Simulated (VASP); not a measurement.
Write the native input for VASP 6.6.1 that does the following.

```
Task                   : single point
Functional             : PBE
Potentials or basis    : VASP PAW PBE potentials, release 64 (Cd, Se, S)
Cutoff                 : 520 eV
k mesh                 : 4 × 4 × 4
Occupations            : gaussian, width 0.1 eV
Spin                   : no spin polarisation
Dipole correction      : no
Further INCAR settings : ALGO = Normal; EDIFF = 1e-07; NBANDS = 30
```

The structure of CdSeS4 lies in POSCAR:

```
CdSeS4
1.0
    4.9739298200      0.0000000000      0.0000000000
    0.0000000000      4.9739298200      0.0000000000
    0.0000000000      0.0000000000      7.0980482700
Cd Se S
1 1 4
Direct
    0.5000000000      0.5000000000      0.5000000000
    0.0000000000      0.0000000000      0.0000000000
    0.5000000000      0.0000000000      0.7628759100
    0.0000000000      0.5000000000      0.2371240900
    0.5000000000      0.0000000000      0.2371240900
    0.0000000000      0.5000000000      0.7628759100
```

The cell was generated, and may not be a known phase.

The input as run:

INCAR

```
SYSTEM = CdSeS4
ALGO = Normal
EDIFF = 1E-7
ENCUT = 520
GGA = PE
ISIF = 2
ISMEAR = 0
LASPH = .TRUE.
LCHARG = .FALSE.
LREAL = .FALSE.
LWAVE = .FALSE.
NBANDS = 30
NELM = 60
PREC = Accurate
SIGMA = 0.1
```

KPOINTS

```
k-points
0
G
  4 4 4
  0 0 0
```

Potentials or basis: VASP PAW PBE potentials, release 64 (Cd, Se, S).

Command:

```sh
$ cat potpaw_PBE.64/Cd/POTCAR potpaw_PBE.64/Se/POTCAR potpaw_PBE.64/S/POTCAR > POTCAR
$ mpirun -np 1 vasp_std > vasp.out
```

It gave:

| Quantity | Value |
| --- | --- |
| Pressure | -9.9 GPa |
| Largest force | 0.084 eV/Å |
| Band gap on the k mesh | zero (bands 21 and 22 overlap by 1.05 eV) |

Caveat: the cell stands under tension.

Run time: 47 s on 1 thread of Intel(R) Xeon(R) 6975P-C (Granite Rapids), on a shared host, peak memory 0.32 GiB.
